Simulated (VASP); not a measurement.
# Ta (Im-3m) in VASP: further runs

The runs below take Ta through single point, relaxation of cell and atoms, with PBEsol.

Everything below comes from runs of VASP 6.6.1. Logs are shortened: lines on timing, memory, paths and dates and some standing lists are left out, and cuts for length are marked.

## Step 1: The cell of the first run

Symmetry: Im-3m, No. 229, cubic system. Conventional cell: a = 3.282 Å, b = 3.282 Å, c = 3.282 Å, α = 90.00°, β = 90.00°, γ = 90.00°. Within 3.7 Å of Ta (site symmetry m-3m) lie 14 Ta at 2.84 to 3.28 Å.

## Step 2: Single point, PBEsol

INCAR reads:

```
SYSTEM = Ta
PREC = Accurate
ENCUT = 520
EDIFF = 1E-6
ISMEAR = -1
SIGMA = 0.1
LREAL = .False.
LASPH = .True.
NELM = 80
ALGO = Normal
ISIF = 2
LWAVE = .False.
LCHARG = .True.
GGA = PS
LELF = .True.
LVHAR = .True.
NBANDS = 12
```

KPOINTS reads:

```
Automatic mesh
0
Gamma
  24 24 24
  0 0 0
```

POSCAR reads:

```
Ta
1.0
   -1.6411113355      1.6411113355      1.6411113355
    1.6411113355     -1.6411113355      1.6411113355
    1.6411113355      1.6411113355     -1.6411113355
Ta
1
Direct
    0.0000000000      0.0000000000      0.0000000000
```

Potentials or basis: VASP PAW PBE potentials, release 64 (Ta_pv).

Launch:

```sh
cat potpaw_PBE.64/Ta_pv/POTCAR > POTCAR
mpirun -np 1 vasp_std > vasp.out
```

OUTCAR:

```text
SYSTEM = Ta
   PREC = Accurate
   ENCUT = 520
   EDIFF = 1E-6
   ISMEAR = -1
   LREAL = .False.
   LASPH = .True.
   NELM = 80
   ISIF = 2
   GGA = PS

 ion  position               nearest neighbor table
   1  0.000  0.000  0.000-

  LATTYP: Found a body centered cubic cell.
 ALAT       =     3.2822226710

  Lattice vectors:

 A1 = (  -1.6411113355,   1.6411113355,   1.6411113355)
 A2 = (   1.6411113355,  -1.6411113355,   1.6411113355)
 A3 = (   1.6411113355,   1.6411113355,  -1.6411113355)

Analysis of symmetry for initial positions (statically):
=====================================================================
 Subroutine PRICEL returns:
 Original cell was already a primitive cell.

 Routine SETGRP: Setting up the symmetry group for a
 body centered cubic supercell.

 Subroutine GETGRP returns: Found 48 space group operations
 (whereof 48 operations were pure point group operations)
 out of a pool of 48 trial point group operations.

The static configuration has the point symmetry O_h .

Analysis of symmetry for dynamics (positions and initial velocities):
=====================================================================
 Subroutine PRICEL returns:
 Original cell was already a primitive cell.

 Routine SETGRP: Setting up the symmetry group for a
 body centered cubic supercell.

 Subroutine GETGRP returns: Found 48 space group operations
 (whereof 48 operations were pure point group operations)
 out of a pool of 48 trial point group operations.

The dynamic configuration has the point symmetry O_h .

 Subroutine INISYM returns: Found 48 space group operations
 (whereof 48 operations are pure point group operations),
 and found     1 'primitive' translations

----------------------------------------------------------------------------------------

                                     Primitive cell

  volume of cell :      17.6797

  direct lattice vectors                    reciprocal lattice vectors
    -1.641111335  1.641111335  1.641111335     0.000000000  0.304671590  0.304671590
     1.641111335 -1.641111335  1.641111335     0.304671590  0.000000000  0.304671590
     1.641111335  1.641111335 -1.641111335     0.304671590  0.304671590  0.000000000

  length of vectors
     2.842488214  2.842488214  2.842488214     0.430870695  0.430870695  0.430870695

  position of ions in fractional coordinates (direct lattice)
[... 82 lines left out ...]
   NFREE  =      0    steps in history (QN), initial steepest desc. (CG)
   ISIF   =      2    stress and relaxation
   ISYM   =      2    0-nonsym 1-usesym 2-fastsym
   POTIM  = 0.5000    time-step for ionic-motion
   TEBEG  =    0.0;   TEEND  =   0.0 temperature during run
   PSTRESS=    0.0 pullay stress
   NELECT =      11.0000    total number of electrons
   NUPDOWN=      -1.0000    fix difference up-down
   EMIN   =  10.00;   EMAX   =-10.00  energy-range for DOS
   EFERMI =   0.00;   METHOD = LEGACY
   ISMEAR =    -1;   SIGMA  =   0.10  broadening in eV -4-tet -1-fermi 0-gaus
   EFERMI_NEDOS =   21; number of points for ismear=-14 and -15
   IALGO  =     38    algorithm
   IMIX   =      4    mixing-type and parameters
     AMIX     =   0.40;   BMIX     =  1.00
     AMIX_MAG =   1.60;   BMIX_MAG =  1.00
  volume/ion in A,a.u.               =      17.68       119.31
  Fermi-wavevector in a.u.,A,eV,Ry     =   1.397594  2.641070 26.575837  1.953269
  Thomas-Fermi vector in A             =   2.520835
   LORBIT       =      0    0 simple, 1 ext, 2 COOP (PROOUT), +10 PAW based schemes
   GGA     = PS    functional components
   LHFCALC =     F    Hartree Fock is set to
   AEXX    =    0.0000 exact exchange contribution
   IVDW    =     0    specifies the selected vdW correction
   LEPSILON=     F    determine dielectric tensor
   LRPA    =     F    only Hartree local field effects (RPA)
 non-spin polarized calculation
  energy-cutoff  :      520.00
  volume of cell :       17.68
 maximum number of plane-waves:       490
 NGX is ok and might be reduce to    24
   NGX = 11   NGY = 11   NGZ = 11

 number of electron      11.0000002 magnetization

 Free energy of the ion-electron system (eV)
  ---------------------------------------------------
  ext. energy  EPLUGINS =         0.00000000
  ---------------------------------------------------
  free energy    TOTEN  =       -12.57245446 eV

  energy without entropy =      -12.53003875  energy(sigma->0) =      -12.55124661

 E-fermi :   5.4772     XC(G=0): -12.8237

 val. band max:        5.4736560739   @ k =  -0.4167   0.5000   0.0833
 cond. band min:       5.4802784283   @ k =   0.1667   0.0000   0.0000
 fundamental gap:      0.0066223544
 Fermi energy:         5.4772071323

 k-point     1 :       0.0000    0.0000    0.0000
  band No.  band energies     occupation
      1     -27.4774      2.00000
      2     -27.4774      2.00000
      3     -27.4774      2.00000
      4      -2.5291      2.00000
      5       6.1921      0.00157
      6       6.1921      0.00157
      7       6.1921      0.00157
      8       9.5288      0.00000
      9       9.5288      0.00000
     10      20.2007      0.00000
     11      20.6000      0.00000
     12      20.6000      0.00000
[... 331 lines left out ...]
 k-point    24 :       0.4583    0.0417    0.0000
  band No.  band energies     occupation
      1     -28.7204      2.00000
      2     -27.8865      2.00000
      3     -27.4951      2.00000
      4       1.0579      2.00000
      5       3.8837      2.00000
      6       6.9994      0.00000
      7       9.3981      0.00000
      8      10.5224      0.00000
      9      13.4684      0.00000
     10      17.4204      0.00000
     11      17.7038      0.00000
     12      20.2199      0.00000

 [... further k-points ...]

------------------------ aborting loop because EDIFF is reached ----------------------------------------

  FORCE on cell =-STRESS in cart. coord.  units (eV):
  Direction    XX          YY          ZZ          XY          YZ          ZX
  --------------------------------------------------------------------------------------
  -------------------------------------------------------------------------------------
  Total        0.0196344      0.0196344      0.0196344     -0.0000000     -0.0000000      0.0000000
  in kB        1.7793177      1.7793177      1.7793177     -0.0000000     -0.0000000      0.0000000
  external PRESSURE =       1.7793177 kB  Pullay stress =       0.0000000 kB

 VOLUME and BASIS-vectors are now :
 -----------------------------------------------------------------------------
  energy-cutoff  :      520.00
  volume of cell :       17.68
      direct lattice vectors                 reciprocal lattice vectors
    -1.641111335  1.641111335  1.641111335     0.000000000  0.304671590  0.304671590
     1.641111335 -1.641111335  1.641111335     0.304671590  0.000000000  0.304671590
     1.641111335  1.641111335 -1.641111335     0.304671590  0.304671590  0.000000000

 POSITION                                       TOTAL-FORCE (eV/Angst)
 -----------------------------------------------------------------------------------
      0.00000      0.00000      0.00000         0.000000      0.000000      0.000000
 -----------------------------------------------------------------------------------
    total drift:                                0.000000      0.000000      0.000000

  FREE ENERGIE OF THE ION-ELECTRON SYSTEM (eV)
  ---------------------------------------------------
  free  energy   TOTEN  =       -12.5724544631 eV

  energy  without entropy=      -12.5300387544  energy(sigma->0) =      -12.55124661
```

OSZICAR:

```text
N       E                     dE             d eps       ncg     rms          rms(c)
DAV:   1     0.602921304199E+02    0.60292E+02   -0.60808E+03  9960   0.882E+02
DAV:   2    -0.120601420072E+02   -0.72352E+02   -0.70571E+02 11036   0.246E+02
DAV:   3    -0.130669063191E+02   -0.10068E+01   -0.99784E+00 11864   0.273E+01
DAV:   4    -0.130694554273E+02   -0.25491E-02   -0.25488E-02 11020   0.152E+00
DAV:   5    -0.130694635727E+02   -0.81454E-05   -0.81452E-05 11756   0.812E-02    0.142E+01
DAV:   6    -0.126895101545E+02    0.37995E+00   -0.29801E-01 11756   0.578E+00    0.694E+00
DAV:   7    -0.125740131473E+02    0.11550E+00   -0.26386E-01 11580   0.502E+00    0.370E-01
DAV:   8    -0.125725001454E+02    0.15130E-02   -0.76541E-03 10580   0.761E-01    0.130E-01
DAV:   9    -0.125724577967E+02    0.42349E-04   -0.13159E-04 11620   0.122E-01    0.237E-02
DAV:  10    -0.125724545782E+02    0.32185E-05   -0.32380E-06 10944   0.195E-02    0.320E-03
DAV:  11    -0.125724544631E+02    0.11508E-06   -0.10901E-07  5856   0.365E-03
   1 F= -.12572454E+02 E0= -.12551247E+02  d E =-.424157E-01
```

It took 88 s on 1 thread of AMD EPYC 7R43 (Zen 3), shared host; peak memory 0.17 GiB.

Results:

* Free energy: -12.5725 eV
* Pressure: 0.2 GPa

Caveat: the PAW data sets were made with another functional, which shifts forces and pressure a little; spin-orbit coupling is left out, which moves the levels of the heavy elements.

## Step 3: Relaxation of cell and atoms, PBEsol, target pressure 1 GPa, at which the enthalpy is minimised

INCAR reads:

```
SYSTEM = Ta
  ALGO = Normal
  EDIFF = 1E-6
  EDIFFG = -0.002
  ENCUT = 600
  GGA = PS
  IBRION = 2
  ISIF = 3
  ISMEAR = -1
  LASPH = .True.
  LCHARG = .False.
  LREAL = .False.
  LWAVE = .False.
  NELM = 80
  NSW = 100
  PREC = Accurate
  PSTRESS = 10.0
  SIGMA = 0.1
```

KPOINTS reads:

```
k-points
0
Gamma
  24 24 24
  0 0 0
```

POSCAR is that of step 2.

Potentials or basis: VASP PAW PBE potentials, release 64 (Ta_pv).

Launch:

```sh
cat potpaw_PBE.64/Ta_pv/POTCAR > POTCAR
mpirun -np 1 vasp_std > vasp.out
```

Run time: 1.7 min. Hardware: 1 thread of AMD EPYC 9R45 (Zen 5), shared host; peak memory 0.18 GiB.

Results (log left out):

| Quantity | Value |
| --- | --- |
| Free energy | -12.5724 eV |
| Relaxed volume | 17.61 Å³/atom |
| Relaxed cell | a = 2.839 Å, b = 2.839 Å, c = 2.839 Å, α = 109.47°, β = 109.47°, γ = 109.47° |
| Space group after relaxing (to 0.05 Å) | Im-3m (No. 229) |
| Energy change on relaxing (the enthalpy is what falls) | +0.2 meV/atom |
| Ionic steps | 3 |
| Pressure after relaxing | 1.0 GPa |

Step by step:
| step | energy change (eV) | largest force (eV/Å) | pressure (GPa) | volume (Å³) |
| --- | --- | --- | --- | --- |
| 1 | 0.0000 | 0.0000 | 0.20 | 17.68 |
| 2 | 0.0022 | 0.0000 | 2.94 | 17.45 |
| 3 | 0.0002 | 0.0000 | 1.00 | 17.61 |

Final structure:
```
Ta
1.0
    -1.63903    1.63903    1.63903
     1.63903   -1.63903    1.63903
     1.63903    1.63903   -1.63903
Ta
1
Cartesian
  0.0000 0.0000 0.0000
```

Levels at points of the mesh, in eV from the Fermi level:
| k point | band 4 | band 5 | band 6 | band 7 | band 8 | band 9 |
| --- | --- | --- | --- | --- | --- | --- |
| (0.00, 0.00, 0.00) | -8.02 | 0.71 | 0.71 | 0.71 | 4.07 | 4.07 |
| (0.50, 0.00, 0.00) | -4.50 | -1.63 | 1.71 | 3.96 | 5.02 | 8.03 |
| (0.50, 0.50, 0.50) | -3.95 | -3.95 | 7.02 | 7.02 | 7.02 | 8.86 |

Caveat: the cell is relaxed towards a set pressure, so the enthalpy falls and the energy may rise; the PAW data sets were made with another functional, which shifts forces and pressure a little; spin-orbit coupling is left out, which moves the levels of the heavy elements.
